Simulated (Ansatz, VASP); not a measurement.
# BAs in VASP and in Ansatz

File INCAR:

```
ALGO = Normal ; EDIFF = 1E-6
ENCUT = 520 ; ISIF = 2
ISMEAR = -1 ; LASPH = True
LCHARG = False ; LREAL = False
LWAVE = False ; NBANDS = 11
NELM = 80 ; PREC = Accurate
SIGMA = 0.03
```

KPOINTS

```
k-points
0
Gamma
  15 15 15
```

POSCAR

```
BAs
1.0
    0.0000000000      2.3805116460      2.3805116460
    2.3805116460      0.0000000000      2.3805116460
    2.3805116460      2.3805116460      0.0000000000
B As
1 1
Direct
    0.0000000000      0.0000000000      0.0000000000
    0.7500000000      0.7500000000      0.7500000000
```

Input for Ansatz:

```yaml
crystal:
  lattice:
    - [0.0, 2.380511646, 2.380511646]
    - [2.380511646, 0.0, 2.380511646]
    - [2.380511646, 2.380511646, 0.0]
  atoms:
    - { symbol: B, position: [0.0, 0.0, 0.0] }
    - { symbol: As, position: [0.75, 0.75, 0.75] }
kpoints:
  mp_grid: { grid: [15, 15, 15] }
  band_path:
    path:
      - [0.0, 0.0, 0.0]
      - [-0.5, -0.5, 0.0]
      - [-0.375, -0.375, 0.25]
      - [-0.375, 0.0, 0.375]
      - [0.0, 0.0, 0.0]
      - [0.0, 0.0, 0.5]
      - [-0.5, -0.25, 0.25]
      - [-0.5, -0.5, 0.0]
    npoints: 5
scf:
  occupations: { method: fermi_dirac, width: 0.03 }
hamiltonian:
  xc: lda
  pseudopotentials: { kind: all_electron, lapw: { basis_error: 0.00025 } }
output:
  forces: true
  stress: true
  eigenvalues: true
```

Change from the starting cell: volume scaled by 0.99.

Alike in both runs: task single point; functional LDA; k mesh 15 × 15 × 15; occupations fermi-dirac, width 0.03 eV; no spin polarisation.

|  | VASP | Ansatz |
| --- | --- | --- |
| version | VASP 6.6.1 | Ansatz 0.2.0 |
| potentials or method | VASP PAW LDA potentials, release 64 (B, As), cutoff 520 eV | all-electron LAPW, scalar-relativistic |

Ansatz gave:

| Property | Result |
| --- | --- |
| gap on the k mesh at the Fermi level (eV) | 1.12 |
| pressure (GPa) | -2.6 |

Problem. Estimate VASP's values.

Solution. gap on the k mesh at the Fermi level (eV): 1.11; pressure (GPa): -1.7.

LDA's correlation is that of Perdew and Zunger in VASP and of Perdew and Wang (1992) in Ansatz. Ansatz ran all-electron here, and VASP with PAW potentials.
